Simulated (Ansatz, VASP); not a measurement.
# One calculation of H, two programs

Contents of INCAR:

```
SYSTEM = H
ALGO = Normal ; DIPOL = 0.5 0.5 0.653
EDIFF = 1E-6 ; ENCUT = 400
GGA = PE ; GGA_COMPAT = .False.
IDIPOL = 3 ; ISIF = 2
ISMEAR = 0 ; IVDW = 12
LASPH = .True. ; LCHARG = .True.
LDIPOL = .True. ; LELF = .True.
LREAL = .False. ; LVACPOTAV = .True.
LVHAR = .True. ; LWAVE = .False.
NBANDS = 8 ; NELM = 120
NELMDL = -8 ; PREC = Accurate
SIGMA = 0.05
```

Contents of KPOINTS:

```
k-points
0
Gamma
  2 3 1
  0 0 0
```

POSCAR

```
H
1.0
    7.7347822766      0.0000000000      0.0000000000
    0.0000000000      5.4693169988      0.0000000000
    0.0000000000      0.0000000000     24.5510867075
H
2
Direct
    0.5847155848      0.2583595691      0.6465264559
    0.4994336562      0.2272683950      0.6598685397
```

Input for Ansatz:

```yaml
crystal:
  lattice:
    - [7.7347822766, 0.0, 0.0]
    - [0.0, 5.4693169988, 0.0]
    - [0.0, 0.0, 24.5510867075]
  atoms:
    - { symbol: H, position: [0.5847155848, 0.2583595691, 0.6465264559] }
    - { symbol: H, position: [0.4994336562, 0.227268395, 0.6598685397] }
basis:
  ecutwfc: 420
kpoints:
  mp_grid: { grid: [2, 3, 1] }
hamiltonian:
  xc: pbe
  dispersion: d3bj
scf:
  occupations: { method: gaussian, width: 0.05 }
output:
  forces: true
  eigenvalues: true
  write_density: true
  volumetric_format: npy
efield:
  axis: 3
  dipole_correction: true
  ramp_width: 0.04
```

Alike in both runs: task single point; functional PBE; dispersion D3(BJ); k mesh 2 × 3 × 1; occupations gaussian, width 0.05 eV; no spin polarisation.

|  | VASP | Ansatz |
| --- | --- | --- |
| version | VASP 6.6.1 | Ansatz 0.2.0 |
| potentials or method | VASP PAW PBE potentials, release 64 (H), cutoff 400 eV | scalar-relativistic, plane waves, PAW |
| valence electrons in the cell | 2 | 2 |

|  | VASP | Ansatz | Ansatz less VASP |
| --- | --- | --- | --- |
| gap on the k mesh at the Fermi level (eV) | 10.04 | 10.04 | +0.001 |
| rms of the force components (eV/Å) | 0.100 | 0.109 | +0.0091 |

Atom by atom the forces differ by 0.009 eV/Å (rms over components).
